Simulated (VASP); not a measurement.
Crystal: NaF (Villiaumite).

```
Na F
1.0
     0.00000    2.29724    2.29724
     2.16860    0.00000    2.29724
     2.16860    2.29724    0.00000
Na F
1 1
Direct
  0.00000 0.00000 0.00000
  0.50000 0.50000 0.50000
```

This cell differs from its parent crystal: uniaxial x strain -5.6%.

Base run:

- Program: VASP 6.6.1
- Functional: PBE
- Potentials or basis: VASP PAW PBE potentials, release 64 (Na_pv, F)
- Cutoff: 520 eV
- k mesh: 10 × 10 × 10
- Occupations: fermi-dirac, width 0.02 eV
- Spin: no spin polarisation

Its results: band gap on the k mesh 6.75 eV, direct; pressure 8.1 GPa.

The run is repeated on the same cell with these changes: functional from PBE to r2SCAN; occupations from fermi-dirac, width 0.02 eV to gaussian, width 0.01 eV. What comes out?

Band gap on the k mesh 7.64 eV, direct; pressure 3.6 GPa.

Caveats: the PAW data sets were made with another functional, which shifts forces and pressure a little (some runs).

A k mesh can miss the band edges.
